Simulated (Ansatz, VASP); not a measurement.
# One calculation of MnS, two programs

```
CELL_PARAMETERS angstrom
0.00000 2.60450 2.60450
2.60450 0.00000 2.60450
2.60450 2.60450 0.00000
ATOMIC_POSITIONS crystal
Mn 0.00000 0.00000 0.00000
S 0.50000 0.50000 0.50000
```

Alike in both runs: task relaxation of cell and atoms; functional revPBE; k mesh 9 × 9 × 9; occupations fermi-dirac, width 0.05 eV; collinear spin.

```csv
,VASP,Ansatz
version,VASP 6.6.1,Ansatz 0.2.0
potentials or method,"VASP PAW PBE potentials, release 64 (Mn_pv, S)",Ansatz PAW
plane-wave cutoff (eV),600,420
valence electrons in the cell,19,21
```

```csv
,VASP,Ansatz,Ansatz less VASP
net moment per atom (μB),2.37,2.37,0.000
size of the moment on the site where the two differ most (μB),4.29,4.24,-0.047
relaxed volume (Å³/atom),17.57,17.58,+0.013
relaxed length of the cell vector where the two differ most in proportion (Å),3.677,3.678,+0.0009
```

VASP's potentials were made for PBE, not for revPBE. Site moments also hang on the region over which each program counts them. VASP's potentials hold 19 valence electrons a cell and Ansatz's 21, so a difference there can come from the potentials and not from the codes.

Noted on Ansatz's run: the plane-wave basis is chosen anew once the cell has moved, so the energies of steps on either side of that aren't comparable.
